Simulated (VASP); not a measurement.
A run of VASP 6.6.1 is set up as follows.

The input INCAR:

```
SYSTEM = AlHCl4
  ALGO = Normal
  EDIFF = 1E-7
  ENCUT = 520
  GGA = PE
  ISIF = 2
  ISMEAR = 0
  LASPH = .True.
  LCHARG = .False.
  LREAL = .False.
  LWAVE = .False.
  NBANDS = 25
  NELM = 100
  PREC = Accurate
  SIGMA = 0.1
```

Contents of KPOINTS:

```
k-points
0
Gamma
  4 4 4
  0 0 0
```

The input POSCAR:

```
AlHCl4
1.0
    4.2871172260      0.0000000000      0.0000000000
    0.0000000000      4.2871172260      0.0000000000
    0.0000000000      0.0000000000      6.2632575822
Al H Cl
1 1 4
Direct
    0.5000000000      0.5000000000      0.0000000000
    0.0000000000      0.0000000000      0.5000000000
    0.5000000000      0.0000000000      0.2372205633
    0.5000000000      0.0000000000      0.7627794367
    0.0000000000      0.5000000000      0.7627794367
    0.0000000000      0.5000000000      0.2372205633
```

Potentials or basis: VASP PAW PBE potentials, release 64 (Al, H, Cl).

Launch:

```console
$ cat potpaw_PBE.64/Al/POTCAR potpaw_PBE.64/H/POTCAR potpaw_PBE.64/Cl/POTCAR > POTCAR
$ mpirun -np 1 vasp_std > vasp.out
```

(1) What does it give for the band gap on the k mesh?

(2) What does it give for the largest force?

(3) Predict the pressure.

Results:

(1) zero (bands 16 and 17 overlap by 0.34 eV).

(2) 0.010 eV/Å.

(3) -0.2 GPa.

Caveat: the k points lie up to 0.37 Å⁻¹ apart; semilocal functionals underestimate gaps, and a narrow one can read as zero.
